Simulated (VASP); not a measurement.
Input of a VASP 6.6.1 run:

The input INCAR:

```
SYSTEM = Sn
  ALGO = Fast
  EDIFF = 1E-6
  ENCUT = 520
  GGA = PE
  ISIF = 2
  ISMEAR = -1
  LASPH = .TRUE.
  LCHARG = .FALSE.
  LREAL = .FALSE.
  LWAVE = .FALSE.
  NBANDS = 21
  NELM = 60
  PREC = Accurate
  SIGMA = 0.15
```

The input KPOINTS:

```
k-points
0
G
  22 22 22
  0 0 0
```

The input POSCAR:

```
Sn
1.0
   -2.8240631420      2.8240631420      1.5239818067
    2.8240631420     -2.8240631420      1.5239818067
    2.8240631420      2.8240631420     -1.5239818067
Sn
2
Direct
    0.0000000000      0.0000000000      0.0000000000
    0.7500000000      0.2500000000      0.5000000000
```

Potentials or basis: VASP PAW PBE potentials, release 64 (Sn_d).

Command:

```bash
$ cat potpaw_PBE.64/Sn_d/POTCAR > POTCAR
$ mpirun -np 1 vasp_std > vasp.out
```

Problem. Predict the band gap on the k mesh.

Solution. Zero (bands 14 and 15 overlap by 4.98 eV).

Problem. Estimate the pressure.

Solution. 10.9 GPa.

Caveat: the cell stands under pressure; spin-orbit coupling is left out, which moves the levels of the heavy elements.
